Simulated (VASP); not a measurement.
# ZnRe (P-6m2) in VASP: single point with PBE

Aim: the single point of ZnRe with PBE.

All numbers are computed with VASP 6.6.1; they aren't measurements. Logs are shortened: lines on timing, memory, paths and dates and some standing lists are left out, and cuts for length are marked.

## (1) The cell of the first run

It takes space group P-6m2 (No. 187, hexagonal). The conventional cell has a = 2.743 Å, b = 2.743 Å, c = 4.477 Å, α = 90.00°, β = 90.00°, γ = 120.00°. Within 3.6 Å of Zn (site symmetry -6m2) lie 6 Re at 2.74 Å and 6 Zn at 2.74 Å. Re (site symmetry -6m2) has 6 Zn at 2.74 Å and 6 Re at 2.74 Å within 3.6 Å.

## (2) Single point, PBE

INCAR

```
SYSTEM = ZnRe
PREC = Accurate
ENCUT = 560
EDIFF = 1E-6
ISMEAR = 0
SIGMA = 0.1
LREAL = .False.
LASPH = .True.
NELM = 120
ALGO = Normal
ISIF = 2
LWAVE = .False.
LCHARG = .True.
GGA = PE
LELF = .True.
LVHAR = .True.
NBANDS = 20
GGA_COMPAT = .False.
```

KPOINTS

```
regular mesh
0
Gamma
  24 24 12
  0 0 0
```

POSCAR

```
ZnRe
1.0
    2.7431120854      0.0000000000      0.0000000000
   -1.3715560427      2.3756047514      0.0000000000
    0.0000000000      0.0000000000      4.4773604783
Zn Re
1 1
Direct
    0.0000000000      0.0000000000      0.0000000000
    0.3333333333      0.6666666667      0.5000000000
```

Potentials or basis: VASP PAW PBE potentials, release 64 (Zn, Re_sv_GW).

On the command line:

```bash
$ cat potpaw_PBE.64/Zn/POTCAR potpaw_PBE.64/Re_sv_GW/POTCAR > POTCAR
$ mpirun -np 1 vasp_std > vasp.out
```

OUTCAR:

```text
SYSTEM = ZnRe
   PREC = Accurate
   ENCUT = 560
   EDIFF = 1E-6
   ISMEAR = 0
   LREAL = .False.
   LASPH = .True.
   NELM = 120
   ISIF = 2
   GGA = PE

 ion  position               nearest neighbor table
   1  0.000  0.000  0.000-   2 2.74   2 2.74   2 2.74   2 2.74   2 2.74   2 2.74
   2  0.333  0.667  0.500-   1 2.74   1 2.74   1 2.74   1 2.74   1 2.74   1 2.74

  LATTYP: Found a hexagonal cell.
 ALAT       =     2.7431120854
 C/A-ratio  =     1.6322192965

  Lattice vectors:

 A1 = (   2.7431120854,   0.0000000000,   0.0000000000)
 A2 = (  -1.3715560427,   2.3756047514,   0.0000000000)
 A3 = (   0.0000000000,   0.0000000000,   4.4773604783)

Analysis of symmetry for initial positions (statically):
=====================================================================
 Subroutine PRICEL returns:
 Original cell was already a primitive cell.

 Routine SETGRP: Setting up the symmetry group for a
 hexagonal supercell.

 Subroutine GETGRP returns: Found 12 space group operations
 (whereof 12 operations were pure point group operations)
 out of a pool of 24 trial point group operations.

The static configuration has the point symmetry D_3h.

Analysis of symmetry for dynamics (positions and initial velocities):
=====================================================================
 Subroutine PRICEL returns:
 Original cell was already a primitive cell.

 Routine SETGRP: Setting up the symmetry group for a
 hexagonal supercell.

 Subroutine GETGRP returns: Found 12 space group operations
 (whereof 12 operations were pure point group operations)
 out of a pool of 24 trial point group operations.

The dynamic configuration has the point symmetry D_3h.

 Subroutine INISYM returns: Found 12 space group operations
 (whereof 12 operations are pure point group operations),
 and found     1 'primitive' translations

----------------------------------------------------------------------------------------

                                     Primitive cell

  volume of cell :      29.1769

  direct lattice vectors                    reciprocal lattice vectors
     2.743112085  0.000000000  0.000000000     0.364549449  0.210472723  0.000000000
    -1.371556043  2.375604751  0.000000000     0.000000000  0.420945445  0.000000000
     0.000000000  0.000000000  4.477360478     0.000000000  0.000000000  0.223345876

  length of vectors
     2.743112085  2.743112085  4.477360478     0.420945445  0.420945445  0.223345876

  position of ions in fractional coordinates (direct lattice)
     0.000000000  0.000000000  0.000000000
[... 77 lines left out ...]
   NELM   =    120;   NELMIN=  2; NELMDL= -5     # of ELM steps
   EDIFF  = 0.1E-05   stopping-criterion for ELM
   LREAL  =      F    real-space projection
   EDIFFG = 0.1E-04   stopping-criterion for IOM
   NSW    =      0    number of steps for IOM
   IBRION =     -1    ionic relax: 0-MD 1-quasi-New 2-CG
   NFREE  =      0    steps in history (QN), initial steepest desc. (CG)
   ISIF   =      2    stress and relaxation
   ISYM   =      2    0-nonsym 1-usesym 2-fastsym
   POTIM  = 0.5000    time-step for ionic-motion
   TEBEG  =    0.0;   TEEND  =   0.0 temperature during run
   PSTRESS=    0.0 pullay stress
   NELECT =      27.0000    total number of electrons
   NUPDOWN=      -1.0000    fix difference up-down
   EMIN   =  10.00;   EMAX   =-10.00  energy-range for DOS
   EFERMI =   0.00;   METHOD = LEGACY
   ISMEAR =     0;   SIGMA  =   0.10  broadening in eV -4-tet -1-fermi 0-gaus
   EFERMI_NEDOS =   21; number of points for ismear=-14 and -15
   IALGO  =     38    algorithm
   IMIX   =      4    mixing-type and parameters
     AMIX     =   0.40;   BMIX     =  1.00
     AMIX_MAG =   1.60;   BMIX_MAG =  1.00
  volume/ion in A,a.u.               =      14.59        98.45
  Fermi-wavevector in a.u.,A,eV,Ry     =   1.595326  3.014729 34.627719  2.545066
  Thomas-Fermi vector in A             =   2.693262
   LORBIT       =      0    0 simple, 1 ext, 2 COOP (PROOUT), +10 PAW based schemes
   GGA     = PE    functional components
   LHFCALC =     F    Hartree Fock is set to
   AEXX    =    0.0000 exact exchange contribution
   IVDW    =     0    specifies the selected vdW correction
   LEPSILON=     F    determine dielectric tensor
   LRPA    =     F    only Hartree local field effects (RPA)
 non-spin polarized calculation
 Gauss-broadening in eV      SIGMA  =   0.10
  energy-cutoff  :      560.00
  volume of cell :       29.18
 maximum number of plane-waves:       889
 NGX is ok and might be reduce to    24
   NGX = 11   NGY = 11   NGZ = 17

 number of electron      27.0000014 magnetization

 Free energy of the ion-electron system (eV)
  ---------------------------------------------------
  ext. energy  EPLUGINS =         0.00000000
  ---------------------------------------------------
  free energy    TOTEN  =       -14.68186324 eV

  energy without entropy =      -14.67556354  energy(sigma->0) =      -14.67871339

 E-fermi :   8.2154     XC(G=0): -13.0804

 val. band max:        8.2090761125   @ k =   0.3750   0.1250   0.0833
 cond. band min:       8.2156998224   @ k =   0.2500   0.0417   0.4167
 fundamental gap:      0.0066237098
 Fermi energy:         8.2154371678

 k-point     1 :       0.0000    0.0000    0.0000
  band No.  band energies     occupation
      1     -71.9794      2.00000
      2     -33.9211      2.00000
      3     -33.2550      2.00000
      4     -33.2550      2.00000
      5      -2.0974      2.00000
      6       0.2735      2.00000
[... 541 lines left out ...]
     19      17.6905      0.00000
     20      20.0731      0.00000

 [... further k-points ...]

------------------------ aborting loop because EDIFF is reached ----------------------------------------

  FORCE on cell =-STRESS in cart. coord.  units (eV):
  Direction    XX          YY          ZZ          XY          YZ          ZX
  --------------------------------------------------------------------------------------
  -------------------------------------------------------------------------------------
  Total       -0.0784267     -0.0784267     -0.0283766      0.0000000     -0.0000000      0.0000000
  in kB       -4.3066019     -4.3066019     -1.5582278      0.0000000     -0.0000000      0.0000000
  external PRESSURE =      -3.3904772 kB  Pullay stress =       0.0000000 kB

 VOLUME and BASIS-vectors are now :
 -----------------------------------------------------------------------------
  energy-cutoff  :      560.00
  volume of cell :       29.18
      direct lattice vectors                 reciprocal lattice vectors
     2.743112085  0.000000000  0.000000000     0.364549449  0.210472723  0.000000000
    -1.371556043  2.375604751  0.000000000     0.000000000  0.420945445  0.000000000
     0.000000000  0.000000000  4.477360478     0.000000000  0.000000000  0.223345876

 POSITION                                       TOTAL-FORCE (eV/Angst)
 -----------------------------------------------------------------------------------
      0.00000      0.00000      0.00000        -0.000000      0.000000      0.000000
     -0.00000      1.58374      2.23868         0.000000      0.000000      0.000000
 -----------------------------------------------------------------------------------
    total drift:                                0.000001     -0.000000     -0.000000

  FREE ENERGIE OF THE ION-ELECTRON SYSTEM (eV)
  ---------------------------------------------------
  free  energy   TOTEN  =       -14.6818632368 eV

  energy  without entropy=      -14.6755635381  energy(sigma->0) =      -14.67871339
```

stdout:

```text
POSCAR found type information on POSCAR ZnRe
 POSCAR found :  2 types and       2 ions
 scaLAPACK will be used
 LDA part: xc-table for (Slater+PW92), standard interpolation
 POSCAR, INCAR and KPOINTS ok, starting setup
 FFT: planning ... GRIDC
 FFT: planning ... GRID_SOFT
 FFT: planning ... GRID
 WAVECAR not read
 entering main loop
```

It took 3 min on 1 thread of Intel Xeon Platinum 8488C (Sapphire Rapids), shared host; peak memory 0.41 GiB.

What came out:

```yaml
Free_energy: -14.6819 eV
Pressure: -0.3 GPa
Band_gap_on_the_k_mesh: zero (an odd number of electrons rules out a gap without spin polarisation)
```

Levels at points of the mesh, in eV from the Fermi level:
```
           k point  band 12  band 13  band 14  band 15  band 16  band 17
(0.00, 0.00, 0.00)    -1.54    -1.26    -1.26     1.74     1.74     4.85
(0.50, 0.00, 0.00)    -3.28    -1.64     0.78     4.22     5.04     6.36
(0.00, 0.00, 0.50)    -3.12    -1.17    -1.17     1.67     1.67     9.46
(0.50, 0.00, 0.50)    -1.39    -0.45     0.27     1.13     4.18     4.22
```

Caveat: spin-orbit coupling is left out, which moves the levels of the heavy elements.
